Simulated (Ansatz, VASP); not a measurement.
**Two plane-wave programs on LiF**

```
Li F
1.0
    -0.03260    2.11201    2.11201
     2.11201   -0.03260    2.11201
     2.11201    2.11201   -0.03260
Li F
1 1
Direct
  0.99842 0.99842 0.99842
  0.25158 0.25158 0.25158
```

Change from the starting cell: shear_111 strain -2.3%.

Alike in both runs: task single point; functional HSE06; k mesh 8 × 8 × 8; no spin polarisation.

```csv
,VASP,Ansatz
version,VASP 6.6.1,Ansatz 0.2.0
potentials or method,"VASP PAW PBE potentials, release 64 (Li_sv, F)","plane waves, PAW"
plane-wave cutoff (eV),520,420
occupations,"gaussian, width 0.01 eV",fixed
valence electrons in the cell,10,10
```

```csv
,VASP,Ansatz,Ansatz less VASP
gap on the k mesh at the Fermi level (eV),10.16,10.19,+0.026
```

Ansatz's warnings: stress exchange threshold loose, stress scf threshold loose.

Noted on VASP's run: the cutoff is short for stress, so the pressure is rough.
